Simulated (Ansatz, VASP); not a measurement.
## KCl in VASP and in Ansatz

Contents of POSCAR:

```
KCl
1.0
    0.0000000000      3.1146853016      3.1146853016
    3.1146853016      0.0000000000      3.1146853016
    3.1146853016      3.1146853016      0.0000000000
K Cl
1 1
Direct
    0.0000000000      0.0000000000      0.0000000000
    0.5000000000      0.5000000000      0.5000000000
```

Contents of INCAR.step1:

```
SYSTEM = KCl
PREC = Accurate
ENCUT = 520
ISMEAR = 0
SIGMA = 0.02
LREAL = .False.
LASPH = .True.
NELM = 80
NBANDS = 15
GGA = PE
ALGO = Normal
EDIFF = 1E-4
LWAVE = .True.
LCHARG = .False.
```

INCAR.step2

```
SYSTEM = KCl
PREC = Accurate
ENCUT = 520
EDIFF = 1E-6
ISMEAR = 0
SIGMA = 0.02
LREAL = .False.
LASPH = .True.
NELM = 80
ALGO = Normal
ISIF = 2
LWAVE = .False.
LCHARG = .False.
METAGGA = R2SCAN
LMIXTAU = .True.
NBANDS = 15
ISTART = 1
```

Contents of KPOINTS:

```
Automatic mesh
0
Gamma
  6 6 6
  0 0 0
```

Input for Ansatz:

```yaml
crystal:
  lattice:
    - [0.0, 3.1146853016, 3.1146853016]
    - [3.1146853016, 0.0, 3.1146853016]
    - [3.1146853016, 3.1146853016, 0.0]
  atoms:
    - { symbol: K, position: [0.0, 0.0, 0.0] }
    - { symbol: Cl, position: [0.5, 0.5, 0.5] }
basis:
  ecutwfc: 500
kpoints:
  mp_grid: { grid: [6, 6, 6] }
hamiltonian:
  xc: r2scan
scf:
  occupations: { method: gaussian, width: 0.02 }
output:
  forces: true
  stress: true
  eigenvalues: true
```

Alike in both runs: task single point; functional r2SCAN; k mesh 6 × 6 × 6; occupations gaussian, width 0.02 eV; no spin polarisation.

|  | VASP | Ansatz |
| --- | --- | --- |
| version | VASP 6.6.1 | Ansatz 0.2.0 |
| potentials or method | VASP PAW PBE potentials, release 64 (K_sv, Cl), cutoff 520 eV | scalar-relativistic, plane waves, PAW |
| valence electrons in the cell | 16 | 16 |

|  | VASP | Ansatz | Ansatz less VASP |
| --- | --- | --- | --- |
| gap on the k mesh at the Fermi level (eV) | 5.94 | 5.94 | -0.003 |
| least direct gap on the mesh (eV) | 5.94 | 5.94 | -0.003 |
| pressure (GPa) | 0.6 | 0.6 | +0.01 |

VASP's potentials were made for PBE, not for r2SCAN. With one functional, cell and mesh, what is left measures potentials, basis and numerics.
